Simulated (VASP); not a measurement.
# C (Cmmm) in VASP: further runs

The runs below take C through single point, with PBE+D3(BJ).

Program: VASP 6.6.1. These are calculated values, not measurements. Logs are shortened: lines on timing, memory, paths and dates and some standing lists are left out, and cuts for length are marked.

## Step 1: The cell of the first run

Symmetry: Cmmm, No. 65, orthorhombic system. Conventional cell: a = 2.465 Å, b = 4.269 Å, c = 3.572 Å, α = 90.00°, β = 90.00°, γ = 90.00°. C (site symmetry m2m) has 3 C at 1.38 to 1.50 Å within 1.9 Å.

## Step 2: Single point, PBE+D3(BJ) (atoms displaced along a vibrational mode)

INCAR reads:

```
SYSTEM = C
PREC = Accurate ; ENCUT = 520
EDIFF = 1E-6 ; ISMEAR = 0
SIGMA = 0.15 ; LREAL = .FALSE.
LASPH = .TRUE. ; NELM = 100
ALGO = Normal ; ISIF = 2
LWAVE = .FALSE. ; LCHARG = .TRUE.
GGA = PE ; IVDW = 12
LELF = .TRUE. ; LVHAR = .TRUE.
NBANDS = 11
```

KPOINTS reads:

```
Automatic mesh
0
G
  21 21 12
  0 0 0
```

POSCAR reads:

```
C
1.0
    2.4646600538      0.0000000000      0.0000000000
   -1.2323300269      2.1344582183      0.0000000000
    0.0000000000      0.0000000000      3.5719697732
C
2
Direct
    0.3239632741      0.6479265481      0.0000000000
    0.6760367259      0.3520734519      0.0000000000
```

Potentials or basis: VASP PAW PBE potentials, release 64 (C).

Command:

```console
cat potpaw_PBE.64/C/POTCAR > POTCAR
mpirun -np 1 vasp_std > vasp.out
```

OUTCAR:

```text
SYSTEM = C
   PREC = Accurate
   ENCUT = 520
   EDIFF = 1E-6
   ISMEAR = 0
   LREAL = .FALSE.
   LASPH = .TRUE.
   NELM = 100
   ISIF = 2
   GGA = PE
   IVDW = 12
 IVDW          = 12

 ion  position               nearest neighbor table
   1  0.324  0.648  0.000-   2 1.38   2 1.38   2 1.50
   2  0.676  0.352  0.000-   1 1.38   1 1.38   1 1.50

  LATTYP: Found a hexagonal cell.
 ALAT       =     2.4646600538
 C/A-ratio  =     1.4492748270

  Lattice vectors:

 A1 = (   2.4646600538,   0.0000000000,   0.0000000000)
 A2 = (  -1.2323300269,   2.1344582183,   0.0000000000)
 A3 = (   0.0000000000,   0.0000000000,   3.5719697732)

Analysis of symmetry for initial positions (statically):
=====================================================================
 Subroutine PRICEL returns:
 Original cell was already a primitive cell.

 Routine SETGRP: Setting up the symmetry group for a
 hexagonal supercell.

 Subroutine GETGRP returns: Found  8 space group operations
 (whereof  8 operations were pure point group operations)
 out of a pool of 24 trial point group operations.

The static configuration has the point symmetry D_2h.

Analysis of symmetry for dynamics (positions and initial velocities):
=====================================================================
 Subroutine PRICEL returns:
 Original cell was already a primitive cell.

 Routine SETGRP: Setting up the symmetry group for a
 hexagonal supercell.

 Subroutine GETGRP returns: Found  8 space group operations
 (whereof  8 operations were pure point group operations)
 out of a pool of 24 trial point group operations.

The dynamic configuration has the point symmetry D_2h.

 Subroutine INISYM returns: Found  8 space group operations
 (whereof  8 operations are pure point group operations),
 and found     1 'primitive' translations

----------------------------------------------------------------------------------------

                                     Primitive cell

  volume of cell :      18.7911

  direct lattice vectors                    reciprocal lattice vectors
     2.464660054  0.000000000  0.000000000     0.405735468  0.234251482  0.000000000
    -1.232330027  2.134458218  0.000000000     0.000000000  0.468502963  0.000000000
     0.000000000  0.000000000  3.571969773     0.000000000  0.000000000  0.279957576

  length of vectors
     2.464660054  2.464660054  3.571969773     0.468502963  0.468502963  0.279957576

  position of ions in fractional coordinates (direct lattice)
     0.323963274  0.647926548  0.000000000
     0.676036726  0.352073452  0.000000000

  ion indices of the primitive-cell ions
   primitive index   ion index
                 1           1
                 2           2

----------------------------------------------------------------------------------------

 KPOINTS: Automatic mesh

Automatic generation of k-mesh.
 Grid dimensions read from file:
 generate k-points for:   21   21   12

 Generating k-lattice:

  Cartesian coordinates                     Fractional coordinates (reciprocal lattice)
     0.019320737  0.011154832  0.000000000     0.047619048  0.000000000  0.000000000
     0.000000000  0.022309665  0.000000000     0.000000000  0.047619048  0.000000000
     0.000000000  0.000000000  0.023329798     0.000000000  0.000000000  0.083333333

  Length of vectors
     0.022309665  0.022309665  0.023329798

  Shift w.r.t. Gamma in fractional coordinates (k-lattice)
     0.000000000  0.000000000  0.000000000

 Subroutine IBZKPT returns following result:
 ===========================================

 Found    847 irreducible k-points:

 Following reciprocal coordinates:
            Coordinates               Weight
  0.000000  0.000000  0.000000      1.000000
  0.047619 -0.000000  0.000000      4.000000
  0.000000  0.047619  0.000000      2.000000
  0.095238 -0.000000  0.000000      4.000000
  0.000000  0.095238  0.000000      2.000000
  0.142857 -0.000000  0.000000      4.000000
[... 16 lines left out ...]
 -0.095238  0.047619  0.000000      2.000000
  0.095238  0.047619  0.000000      4.000000
 [... further k-points ...]
   k-points           NKPTS =    847   k-points in BZ     NKDIM =    847   number of bands    NBANDS=     11
   number of dos      NEDOS =    301   number of ions     NIONS =      2
   total plane-waves  NPLWV =   9072
   dimension x,y,z NGX =    18 NGY =   18 NGZ =   28
   dimension x,y,z NGXF=    36 NGYF=   36 NGZF=   56
   ions per type =               2
   NGX,Y,Z   is equivalent  to a cutoff of  12.14, 12.14, 13.03 a.u.
   NGXF,Y,Z  is equivalent  to a cutoff of  24.28, 24.28, 26.06 a.u.
 SYSTEM =  C
   PREC   = accura    normal or accurate (medium, high low for compatibility)
   ISTART =      0    job   : 0-new  1-cont  2-samecut
   ICHARG =      2    charge: 1-file 2-atom 10-const
   ISPIN  =      1    spin polarized calculation?
   LNONCOLLINEAR =      F non collinear calculations
   LSORBIT =      F    spin-orbit coupling
   LASPH  =      T    aspherical Exc in radial PAW
   ENCUT  =  520.0 eV  38.22 Ry    6.18 a.u.   4.58  4.58  6.64*2*pi/ulx,y,z
   NELM   =    100;   NELMIN=  2; NELMDL= -5     # of ELM steps
   EDIFF  = 0.1E-05   stopping-criterion for ELM
   LREAL  =      F    real-space projection
   EDIFFG = 0.1E-04   stopping-criterion for IOM
   NSW    =      0    number of steps for IOM
   IBRION =     -1    ionic relax: 0-MD 1-quasi-New 2-CG
   NFREE  =      0    steps in history (QN), initial steepest desc. (CG)
   ISIF   =      2    stress and relaxation
   ISYM   =      2    0-nonsym 1-usesym 2-fastsym
   POTIM  = 0.5000    time-step for ionic-motion
   TEBEG  =    0.0;   TEEND  =   0.0 temperature during run
   PSTRESS=    0.0 pullay stress
   NELECT =       8.0000    total number of electrons
   NUPDOWN=      -1.0000    fix difference up-down
   EMIN   =  10.00;   EMAX   =-10.00  energy-range for DOS
   EFERMI =   0.00;   METHOD = LEGACY
   ISMEAR =     0;   SIGMA  =   0.15  broadening in eV -4-tet -1-fermi 0-gaus
   EFERMI_NEDOS =   21; number of points for ismear=-14 and -15
   IALGO  =     38    algorithm
   IMIX   =      4    mixing-type and parameters
     AMIX     =   0.40;   BMIX     =  1.00
     AMIX_MAG =   1.60;   BMIX_MAG =  1.00
  volume/ion in A,a.u.               =       9.40        63.40
  Fermi-wavevector in a.u.,A,eV,Ry     =   1.231556  2.327303 20.636352  1.516729
  Thomas-Fermi vector in A             =   2.366360
   LORBIT       =      0    0 simple, 1 ext, 2 COOP (PROOUT), +10 PAW based schemes
   GGA     = PE    functional components
   LHFCALC =     F    Hartree Fock is set to
   AEXX    =    0.0000 exact exchange contribution
   IVDW    =    12    specifies the selected vdW correction
   LEPSILON=     F    determine dielectric tensor
   LRPA    =     F    only Hartree local field effects (RPA)
 non-spin polarized calculation
 Gauss-broadening in eV      SIGMA  =   0.15
  energy-cutoff  :      520.00
  volume of cell :       18.79
 maximum number of plane-waves:       522
   NGX =  9   NGY =  9   NGZ = 13

 number of electron       8.0000001 magnetization

 Free energy of the ion-electron system (eV)
  ---------------------------------------------------
  ext. energy  EPLUGINS =         0.00000000
  ---------------------------------------------------
  free energy    TOTEN  =       -18.26646561 eV

  energy without entropy =      -18.26588763  energy(sigma->0) =      -18.26617662

 E-fermi :   4.1349     XC(G=0):  -9.8759

 val. band max:        4.1067442217   @ k =   0.3810   0.3333   0.4167
 cond. band min:       4.1590004981   @ k =   0.3810   0.3333   0.0833
 fundamental gap:      0.0522562764
 Fermi energy:         4.1349196631

 k-point     1 :       0.0000    0.0000    0.0000
  band No.  band energies     occupation
      1     -15.4582      2.00000
      2      -2.7284      2.00000
      3      -0.0492      2.00000
      4       2.3860      2.00000
      5       7.9981      0.00000
      6      10.8953      0.00000
      7      14.0501      0.00000
      8      15.7952      0.00000
      9      16.6161      0.00000
     10      26.3266      0.00000
     11      27.6130      0.00000

 k-point     2 :       0.0476   -0.0000    0.0000
  band No.  band energies     occupation
      1     -15.4048      2.00000
      2      -2.6652      2.00000
      3      -0.2159      2.00000
      4       2.2131      2.00000
      5       8.0645      0.00000
      6      11.0605      0.00000
      7      14.1324      0.00000
      8      15.6024      0.00000
      9      16.7185      0.00000
     10      26.5027      0.00000
     11      27.5617      0.00000

 k-point     3 :       0.0000    0.0476    0.0000
  band No.  band energies     occupation
      1     -15.4039      2.00000
      2      -2.6682      2.00000
      3      -0.1352      2.00000
      4       2.1015      2.00000
      5       8.0610      0.00000
      6      11.0253      0.00000
      7      14.2531      0.00000
      8      15.6356      0.00000
      9      16.6783      0.00000
     10      26.4858      0.00000
     11      27.4833      0.00000

 k-point     4 :       0.0952   -0.0000    0.0000
  band No.  band energies     occupation
      1     -15.2444      2.00000
      2      -2.4760      2.00000
      3      -0.6945      2.00000
      4       1.7506      2.00000
      5       8.2642      0.00000
      6      11.4574      0.00000
      7      14.4004      0.00000
      8      15.0521      0.00000
      9      17.0392      0.00000
     10      26.9816      0.00000
     11      27.3571      0.00000
[... 239 lines left out ...]
 k-point    22 :       0.0476    0.0476    0.0000
  band No.  band energies     occupation
      1     -15.2962      2.00000
      2      -2.5451      2.00000
      3      -0.3883      2.00000
      4       1.6931      2.00000
      5       8.1916      0.00000
      6      11.2701      0.00000
      7      14.5234      0.00000
      8      15.2946      0.00000
      9      16.8652      0.00000
     10      26.7954      0.00000
     11      27.2700      0.00000

 k-point    23 :      -0.0952    0.0476    0.0000
  band No.  band energies     occupation
      1     -15.2987      2.00000
      2      -2.5359      2.00000
      3      -0.5984      2.00000
      4       1.9783      2.00000
      5       8.2012      0.00000
      6      11.4002      0.00000
      7      14.1759      0.00000
      8      15.2011      0.00000
      9      16.9670      0.00000
     10      26.8444      0.00000
     11      27.5207      0.00000

 k-point    24 :       0.0952    0.0476    0.0000
  band No.  band energies     occupation
      1     -15.0820      2.00000
      2      -2.2969      2.00000
      3      -0.9613      2.00000
      4       1.1074      2.00000
      5       8.4572      0.00000
      6      11.6510      0.00000
      7      14.6211      0.00000
      8      14.9226      0.00000
      9      17.3322      0.00000
     10      26.8138      0.00000
     11      27.3290      0.00000

 [... further k-points ...]

------------------------ aborting loop because EDIFF is reached ----------------------------------------

 Edisp (eV)   -0.29011

 E8    (eV) :    -0.0815

  FORCE on cell =-STRESS in cart. coord.  units (eV):
  Direction    XX          YY          ZZ          XY          YZ          ZX
  --------------------------------------------------------------------------------------
  -------------------------------------------------------------------------------------
  Total       1.37242    -0.34499    -0.01565    -0.00000     0.00000     0.00000
  in kB     117.01608   -29.41485    -1.33427    -0.00000     0.00000     0.00000
  external pressure =       28.76 kB  Pullay stress =        0.00 kB

 VOLUME and BASIS-vectors are now :
 -----------------------------------------------------------------------------
  energy-cutoff  :      520.00
  volume of cell :       18.79
      direct lattice vectors                 reciprocal lattice vectors
     2.464660054  0.000000000  0.000000000     0.405735468  0.234251482  0.000000000
    -1.232330027  2.134458218  0.000000000     0.000000000  0.468502963  0.000000000
     0.000000000  0.000000000  3.571969773     0.000000000  0.000000000  0.279957576

 POSITION                                       TOTAL-FORCE (eV/Angst)
 -----------------------------------------------------------------------------------
      0.00000      1.38297      0.00000        -0.000000      3.879435      0.000000
      1.23233      0.75149      0.00000         0.000000     -3.879435      0.000000
 -----------------------------------------------------------------------------------
    total drift:                               -0.000000      0.000000     -0.000000

  FREE ENERGIE OF THE ION-ELECTRON SYSTEM (eV)
  ---------------------------------------------------
  free  energy   TOTEN  =       -18.5565802330 eV

  energy  without entropy=      -18.5560022563  energy(sigma->0) =      -18.55629124
```

Wall time 2.5 min (1 thread of Intel Xeon Platinum 8259CL at 2.50GHz (Skylake/Cascade Lake), shared host); peak memory 0.25 GiB.

What came out:

```
Free energy                : -18.5566 eV
Pressure                   : 2.9 GPa
Largest force              : 3.879 eV/Å
Band gap on the k mesh     : zero (bands 4 and 5 overlap by 0.18 eV)
Dispersion energy per atom : -0.145 eV
```

Forces on the atoms (eV/Å):
```
C    0.000  3.879  0.000
C    0.000 -3.879  0.000
```

Caveat: the cell differs from its parent crystal (atoms displaced along a vibrational mode); forces of over 1 eV/Å act on the atoms, so gaps and moduli don't describe the material at rest.

(Continued in part 2 of 2.)
